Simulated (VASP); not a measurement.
# Pt (Fd-3m) in VASP: further runs

Runs on Pt. Level: PBEsol. Tasks: single point, relaxation of cell and atoms.

All numbers are computed with VASP 6.6.1; they aren't measurements. Logs are shortened: lines on timing, memory, paths and dates and some standing lists are left out, and cuts for length are marked.

### 1 The cell of the first run

The structure is cubic, space group Fd-3m (No. 227). Conventional cell: a = 5.248 Å, b = 5.248 Å, c = 5.248 Å, α = 90.00°, β = 90.00°, γ = 90.00°. Within 3.0 Å of Pt (site symmetry -43m) lie 4 Pt at 2.27 Å.

This isn't the form of Pt at room conditions, which is fcc.

### 2 Single point, PBEsol

The input, INCAR:

```
PREC = Accurate
ENCUT = 520
EDIFF = 1E-7
ISMEAR = 0
SIGMA = 0.1
LREAL = F
LASPH = T
NELM = 100
ALGO = Normal
ISIF = 2
LWAVE = F
LCHARG = F
GGA = PS
NBANDS = 17
```

The input, KPOINTS:

```
regular mesh
0
Gamma
  6 6 6
```

The input, POSCAR:

```
Pt
1.0
    0.0000000000      2.6240086575      2.6240086575
    2.6240086575      0.0000000000      2.6240086575
    2.6240086575      2.6240086575      0.0000000000
Pt
2
Direct
    0.5000000000      0.5000000000      0.5000000000
    0.7500000000      0.7500000000      0.7500000000
```

Potentials or basis: VASP PAW PBE potentials, release 64 (Pt).

Started as:

```sh
cat potpaw_PBE.64/Pt/POTCAR > POTCAR
mpirun -np 1 vasp_std > vasp.out
```

OUTCAR:

```text
PREC = Accurate
   ENCUT = 520
   EDIFF = 1E-7
   ISMEAR = 0
   LREAL = F
   LASPH = T
   NELM = 100
   ISIF = 2
   GGA = PS

 ion  position               nearest neighbor table
   1  0.500  0.500  0.500-   2 2.27   2 2.27   2 2.27   2 2.27
   2  0.750  0.750  0.750-   1 2.27   1 2.27   1 2.27   1 2.27

  LATTYP: Found a face centered cubic cell.
 ALAT       =     5.2480173150

  Lattice vectors:

 A1 = (   0.0000000000,   2.6240086575,   2.6240086575)
 A2 = (   2.6240086575,   0.0000000000,   2.6240086575)
 A3 = (   2.6240086575,   2.6240086575,   0.0000000000)

Analysis of symmetry for initial positions (statically):
=====================================================================
 Subroutine PRICEL returns:
 Original cell was already a primitive cell.

 Routine SETGRP: Setting up the symmetry group for a
 face centered cubic supercell.

 Subroutine GETGRP returns: Found 48 space group operations
 (whereof 24 operations were pure point group operations)
 out of a pool of 48 trial point group operations.

The static configuration has the point symmetry T_d .
 The point group associated with its full space group is O_h .

Analysis of symmetry for dynamics (positions and initial velocities):
=====================================================================
 Subroutine PRICEL returns:
 Original cell was already a primitive cell.

 Routine SETGRP: Setting up the symmetry group for a
 face centered cubic supercell.

 Subroutine GETGRP returns: Found 48 space group operations
 (whereof 24 operations were pure point group operations)
 out of a pool of 48 trial point group operations.

The dynamic configuration has the point symmetry T_d .
 The point group associated with its full space group is O_h .

 Subroutine INISYM returns: Found 48 space group operations
 (whereof 24 operations are pure point group operations),
 and found     1 'primitive' translations

----------------------------------------------------------------------------------------

                                     Primitive cell

  volume of cell :      36.1348

  direct lattice vectors                    reciprocal lattice vectors
     0.000000000  2.624008658  2.624008658    -0.190548152  0.190548152  0.190548152
     2.624008658  0.000000000  2.624008658     0.190548152 -0.190548152  0.190548152
     2.624008658  2.624008658  0.000000000     0.190548152  0.190548152 -0.190548152

  length of vectors
     3.710908631  3.710908631  3.710908631     0.330039080  0.330039080  0.330039080

  position of ions in fractional coordinates (direct lattice)
     0.500000000  0.500000000  0.500000000
     0.750000000  0.750000000  0.750000000

  ion indices of the primitive-cell ions
   primitive index   ion index
                 1           1
                 2           2

----------------------------------------------------------------------------------------

 KPOINTS: regular mesh

Automatic generation of k-mesh.
 Grid dimensions read from file:
 generate k-points for:    6    6    6

 Generating k-lattice:

  Cartesian coordinates                     Fractional coordinates (reciprocal lattice)
    -0.031758025  0.031758025  0.031758025     0.166666667  0.000000000  0.000000000
     0.031758025 -0.031758025  0.031758025     0.000000000  0.166666667  0.000000000
     0.031758025  0.031758025 -0.031758025     0.000000000  0.000000000  0.166666667

  Length of vectors
     0.055006513  0.055006513  0.055006513

  Shift w.r.t. Gamma in fractional coordinates (k-lattice)
     0.000000000  0.000000000  0.000000000

 Subroutine IBZKPT returns following result:
 ===========================================

 Found     16 irreducible k-points:

 Following reciprocal coordinates:
            Coordinates               Weight
  0.000000  0.000000  0.000000      1.000000
  0.166667  0.000000  0.000000      8.000000
  0.333333  0.000000  0.000000      8.000000
  0.500000  0.000000  0.000000      4.000000
  0.166667  0.166667  0.000000      6.000000
  0.333333  0.166667  0.000000     24.000000
[... 8 lines left out ...]
 -0.333333  0.333333  0.166667     24.000000
 -0.333333  0.500000  0.166667     12.000000
   k-points           NKPTS =     16   k-points in BZ     NKDIM =     16   number of bands    NBANDS=     17
   number of dos      NEDOS =    301   number of ions     NIONS =      2
   total plane-waves  NPLWV =  21952
   dimension x,y,z NGX =    28 NGY =   28 NGZ =   28
   dimension x,y,z NGXF=    56 NGYF=   56 NGZF=   56
   ions per type =               2
   NGX,Y,Z   is equivalent  to a cutoff of  12.54, 12.54, 12.54 a.u.
   NGXF,Y,Z  is equivalent  to a cutoff of  25.09, 25.09, 25.09 a.u.
 SYSTEM =  unknown system
   PREC   = accura    normal or accurate (medium, high low for compatibility)
   ISTART =      0    job   : 0-new  1-cont  2-samecut
   ICHARG =      2    charge: 1-file 2-atom 10-const
   ISPIN  =      1    spin polarized calculation?
   LNONCOLLINEAR =      F non collinear calculations
   LSORBIT =      F    spin-orbit coupling
   LASPH  =      T    aspherical Exc in radial PAW
   ENCUT  =  520.0 eV  38.22 Ry    6.18 a.u.   6.90  6.90  6.90*2*pi/ulx,y,z
   NELM   =    100;   NELMIN=  2; NELMDL= -5     # of ELM steps
   EDIFF  = 0.1E-06   stopping-criterion for ELM
   LREAL  =      F    real-space projection
   EDIFFG = 0.1E-05   stopping-criterion for IOM
   NSW    =      0    number of steps for IOM
   IBRION =     -1    ionic relax: 0-MD 1-quasi-New 2-CG
   NFREE  =      0    steps in history (QN), initial steepest desc. (CG)
   ISIF   =      2    stress and relaxation
   ISYM   =      2    0-nonsym 1-usesym 2-fastsym
   POTIM  = 0.5000    time-step for ionic-motion
   TEBEG  =    0.0;   TEEND  =   0.0 temperature during run
   PSTRESS=    0.0 pullay stress
   NELECT =      20.0000    total number of electrons
   NUPDOWN=      -1.0000    fix difference up-down
   EMIN   =  10.00;   EMAX   =-10.00  energy-range for DOS
   EFERMI =   0.00;   METHOD = LEGACY
   ISMEAR =     0;   SIGMA  =   0.10  broadening in eV -4-tet -1-fermi 0-gaus
   EFERMI_NEDOS =   21; number of points for ismear=-14 and -15
   IALGO  =     38    algorithm
   IMIX   =      4    mixing-type and parameters
     AMIX     =   0.40;   BMIX     =  1.00
     AMIX_MAG =   1.60;   BMIX_MAG =  1.00
  volume/ion in A,a.u.               =      18.07       121.92
  Fermi-wavevector in a.u.,A,eV,Ry     =   1.344135  2.540047 24.581632  1.806699
  Thomas-Fermi vector in A             =   2.472153
   LORBIT       =      0    0 simple, 1 ext, 2 COOP (PROOUT), +10 PAW based schemes
   GGA     = PS    functional components
   LHFCALC =     F    Hartree Fock is set to
   AEXX    =    0.0000 exact exchange contribution
   IVDW    =     0    specifies the selected vdW correction
   LEPSILON=     F    determine dielectric tensor
   LRPA    =     F    only Hartree local field effects (RPA)
 non-spin polarized calculation
 Gauss-broadening in eV      SIGMA  =   0.10
  energy-cutoff  :      520.00
  volume of cell :       36.13
 maximum number of plane-waves:       982
   NGX = 13   NGY = 13   NGZ = 13

 number of electron      20.0000002 magnetization

 Free energy of the ion-electron system (eV)
  ---------------------------------------------------
  ext. energy  EPLUGINS =         0.00000000
  ---------------------------------------------------
  free energy    TOTEN  =        -9.93793150 eV

  energy without entropy =       -9.92288468  energy(sigma->0) =       -9.93040809

 E-fermi :   9.0262     XC(G=0): -12.2015

 val. band max:        8.9800380252   @ k =  -0.3333   0.3333   0.0000
 cond. band min:       9.0392227921   @ k =   0.1667   0.0000   0.0000
 fundamental gap:      0.0591847669
 Fermi energy:         9.0262089543

 k-point     1 :       0.0000    0.0000    0.0000
  band No.  band energies     occupation
      1      -0.4303      2.00000
      2       2.2483      2.00000
      3       2.2483      2.00000
      4       2.7865      2.00000
      5       2.7865      2.00000
      6       2.7865      2.00000
[... 9 lines left out ...]
     16      21.9660      0.00000
     17      24.0414      0.00000

 k-point     2 :       0.1667    0.0000    0.0000
  band No.  band energies     occupation
      1       0.1032      2.00000
      2       2.0337      2.00000
      3       2.0337      2.00000
      4       2.7260      2.00000
      5       3.1635      2.00000
      6       3.1635      2.00000
[... 9 lines left out ...]
     16      22.2411      0.00000
     17      22.8203      0.00000

 k-point     3 :       0.3333    0.0000    0.0000
  band No.  band energies     occupation
      1       1.2882      2.00000
      2       2.0952      2.00000
      3       2.0952      2.00000
      4       2.5961      2.00000
      5       3.1677      2.00000
      6       3.1677      2.00000
[... 9 lines left out ...]
     16      23.4196      0.00000
     17      23.4196      0.00000

 k-point     4 :       0.5000    0.0000    0.0000
  band No.  band energies     occupation
      1       1.9686      2.00000
      2       2.3644      2.00000
      3       2.4731      2.00000
      4       2.4731      2.00000
      5       2.6997      2.00000
      6       2.6997      2.00000
[... 9 lines left out ...]
     16      23.8088      0.00000
     17      23.8229      0.00000
[... 183 lines left out ...]
      1       1.4719      2.00000
      2       1.7759      2.00000
      3       2.4503      2.00000
      4       2.7856      2.00000
      5       3.3207      2.00000
      6       4.3489      2.00000
[... 9 lines left out ...]
     16      22.3611      0.00000
     17      24.5965      0.00000

 k-point    15 :      -0.3333    0.3333    0.1667
  band No.  band energies     occupation
      1       1.4400      2.00000
      2       1.6435      2.00000
      3       2.7196      2.00000
      4       2.8047      2.00000
      5       3.7206      2.00000
      6       4.1151      2.00000
[... 9 lines left out ...]
     16      24.2031      0.00000
     17      25.1112      0.00000

 k-point    16 :      -0.3333    0.5000    0.1667
  band No.  band energies     occupation
      1       1.4701      2.00000
      2       1.4701      2.00000
      3       2.8110      2.00000
      4       2.8110      2.00000
      5       4.4320      2.00000
      6       4.4320      2.00000
[... 9 lines left out ...]
     16      21.9091      0.00000
     17      26.6321      0.00000

------------------------ aborting loop because EDIFF is reached ----------------------------------------

  FORCE on cell =-STRESS in cart. coord.  units (eV):
  Direction    XX          YY          ZZ          XY          YZ          ZX
  --------------------------------------------------------------------------------------
  -------------------------------------------------------------------------------------
  Total       13.3048660     13.3048660     13.3048660     -0.0000000      0.0000000      0.0000000
  in kB      589.9229615    589.9229615    589.9229615     -0.0000000      0.0000000      0.0000000
  external PRESSURE =     589.9229615 kB  Pullay stress =       0.0000000 kB

 VOLUME and BASIS-vectors are now :
 -----------------------------------------------------------------------------
  energy-cutoff  :      520.00
  volume of cell :       36.13
      direct lattice vectors                 reciprocal lattice vectors
     0.000000000  2.624008658  2.624008658    -0.190548152  0.190548152  0.190548152
     2.624008658  0.000000000  2.624008658     0.190548152 -0.190548152  0.190548152
     2.624008658  2.624008658  0.000000000     0.190548152  0.190548152 -0.190548152

 POSITION                                       TOTAL-FORCE (eV/Angst)
 -----------------------------------------------------------------------------------
      2.62401      2.62401      2.62401         0.000000      0.000000      0.000000
      3.93601      3.93601      3.93601        -0.000000     -0.000000     -0.000000
 -----------------------------------------------------------------------------------
    total drift:                                0.000000      0.000000      0.000000

  FREE ENERGIE OF THE ION-ELECTRON SYSTEM (eV)
  ---------------------------------------------------
  free  energy   TOTEN  =        -9.9379314986 eV

  energy  without entropy=       -9.9228846838  energy(sigma->0) =       -9.93040809
```

Run time: 26 s. Hardware: 1 thread of Intel Xeon 8259CL, shared host; peak memory 0.13 GiB.

What came out:

```
Free energy            : -9.9379 eV
Pressure               : 59.0 GPa
Band gap on the k mesh : zero (bands 10 and 11 overlap by 0.75 eV)
```

Caveat: the cell stands under pressure; the PAW data sets were made with another functional, which shifts forces and pressure a little; spin-orbit coupling is left out, which moves the levels of the heavy elements.

(Continued in part 2 of 2.)

The gap in the log of VASP goes by the Fermi energy; the results here count the filled bands.